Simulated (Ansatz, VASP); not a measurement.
# CdS: VASP beside Ansatz

```
Cd S
1.0
     4.12097    0.00000    0.00000
    -2.06049    3.56887    0.00000
     0.00000    0.00000    6.72643
Cd S
2 2
Direct
  0.33333 0.66667 0.00000
  0.66667 0.33333 0.50000
  0.33333 0.66667 0.38500
  0.66667 0.33333 0.88500
```

Change from the starting cell: volume scaled by 0.99, crystal datasets.

Alike in both runs: task electric field gradients; functional PBEsol; k mesh 7 × 7 × 4; occupations fermi-dirac, width 0.01 eV; no spin polarisation.

|  | VASP | Ansatz |
| --- | --- | --- |
| version | VASP 6.6.1 | Ansatz 0.2.0 |
| potentials or method | VASP PAW PBE potentials, release 64 (Cd, S), cutoff 520 eV | all-electron PAW with datasets made for the crystal, scalar-relativistic |

|  | VASP | Ansatz | Ansatz less VASP |
| --- | --- | --- | --- |
| gap on the k mesh at the Fermi level (eV) | 1.11 | 1.11 | -0.004 |
| pressure (GPa) | 0.5 | 0.1 | -0.38 |
| traceless stress, the component that is largest in VASP (GPa) | -1.51 | -1.45 | +0.056 |
| rms of the force components (eV/Å) | 0.153 | 0.148 | -0.0051 |
| size of Vzz on the site where it differs most (V/Å²) | 35.7 | 32.3 | -3.43 |

VASP's potentials were made for PBE, not for PBEsol. Atom by atom the forces differ by 0.005 eV/Å (rms over components). Ansatz ran all-electron here, and VASP with PAW potentials.
